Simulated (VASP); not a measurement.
Set up this calculation in VASP 6.6.1, as the native input.

```yaml
Task: single point
Functional: PBEsol
Potentials_or_basis: VASP PAW PBE potentials, release 64 (Mo_sv, Sb)
Cutoff: 520 eV
k_mesh: 13 × 13 × 13
Occupations: fermi-dirac, width 0.08 eV
Spin: no spin polarisation
Dipole_correction: no
Further_INCAR_settings: ALGO = Normal; EDIFF = 1e-06; NBANDS = 16
```

The structure of SbMo (CsCl type) lies in POSCAR:

```
SbMo
1.0
    2.9957239591      0.0000000000      0.0000000000
    0.0000000000      2.9957239591      0.0000000000
    0.0000000000      0.0000000000      2.9957239591
Mo Sb
1 1
Direct
    0.0000000000      0.0000000000      0.0000000000
    0.5000000000      0.5000000000      0.5000000000
```

The input as run:

INCAR

```
  ALGO = Normal
  EDIFF = 1E-6
  ENCUT = 520
  GGA = PS
  ISIF = 2
  ISMEAR = -1
  LASPH = T
  LCHARG = T
  LELF = T
  LREAL = F
  LVHAR = T
  LWAVE = F
  NBANDS = 16
  NELM = 100
  PREC = Accurate
  SIGMA = 0.08
```

KPOINTS

```
k-points
0
Gamma
  13 13 13
```

Potentials or basis: VASP PAW PBE potentials, release 64 (Mo_sv, Sb).

The run is started by

```bash
$ cat potpaw_PBE.64/Mo_sv/POTCAR potpaw_PBE.64/Sb/POTCAR > POTCAR
$ mpirun -np 1 vasp_std > vasp.out
```

Results of the run:

* Pressure: 94.0 GPa
* Band gap on the k mesh: zero (an odd number of electrons rules out a gap without spin polarisation)

Caveat: the cell stands under pressure; the PAW data sets were made with another functional, which shifts forces and pressure a little; spin-orbit coupling is left out, which moves the levels of the heavy elements.

Wall time 21 s on 1 thread of Intel(R) Xeon(R) Platinum 8259CL CPU @ 2.50GHz (Skylake/Cascade Lake) (shared host), peak memory 0.16 GiB.
